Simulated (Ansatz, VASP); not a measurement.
SnO in VASP and in Ansatz

INCAR

```
SYSTEM = SnO
PREC = Accurate ; ENCUT = 520
EDIFF = 1E-7 ; ISMEAR = 0
SIGMA = 0.15 ; LREAL = .FALSE.
LASPH = .TRUE. ; NELM = 100
ALGO = Normal ; ISIF = 2
LWAVE = .FALSE. ; LCHARG = .FALSE.
NBANDS = 28
```

KPOINTS

```
Automatic mesh
0
G
  10 10 8
  0 0 0
```

POSCAR

```
SnO
1.0
    3.8222000000      0.0000000000      0.0000000000
    0.0000000000      3.8222000000      0.0000000000
    0.0000000000      0.0000000000      4.5398000000
Sn O
2 2
Direct
    0.0000000000      0.5000000000      0.2455950842
    0.5000000000      0.0000000000      0.7544049158
    0.0000000000      0.0000000000      0.0000000000
    0.5000000000      0.5000000000      0.0000000000
```

Input for Ansatz:

```yaml
crystal:
  lattice:
    - [3.8222, 0.0, 0.0]
    - [0.0, 3.8222, 0.0]
    - [0.0, 0.0, 4.5398]
  atoms:
    - { symbol: Sn, position: [0.0, 0.5, 0.2455950842] }
    - { symbol: Sn, position: [0.5, 0.0, 0.7544049158] }
    - { symbol: O, position: [0.0, 0.0, 0.0] }
    - { symbol: O, position: [0.5, 0.5, 0.0] }
basis:
  ecutwfc: 520.0
kpoints:
  mp_grid: { grid: [10, 10, 8] }
hamiltonian:
  xc: lda
  pseudopotentials: { kind: paw, azcp: { folder: soft_1 } }
scf:
  occupations: { method: gaussian, width: 0.15 }
output:
  forces: true
  stress: true
  eigenvalues: true
```

Alike in both runs: task single point; functional LDA; k mesh 10 × 10 × 8; occupations gaussian, width 0.15 eV; no spin polarisation.

|  | VASP | Ansatz |
| --- | --- | --- |
| version | VASP 6.6.1 | Ansatz 0.2.0 |
| potentials or method | VASP PAW LDA potentials, release 64 (Sn_d, O), cutoff 520 eV | scalar-relativistic, plane waves, PAW |
| valence electrons in the cell | 40 | 40 |

```tsv
	VASP	Ansatz	Ansatz less VASP
pressure (GPa)	-0.6	-1.1	-0.52
traceless stress, the component that is largest in VASP (GPa)	2.14	2.17	+0.027
rms of the force components (eV/Å)	0.093	0.039	-0.0544
```

Ansatz warns that its potentials were made for another functional, while VASP's fit it. LDA's correlation is that of Perdew and Zunger in VASP and of Perdew and Wang (1992) in Ansatz. Atom by atom the forces differ by 0.054 eV/Å (rms over components).
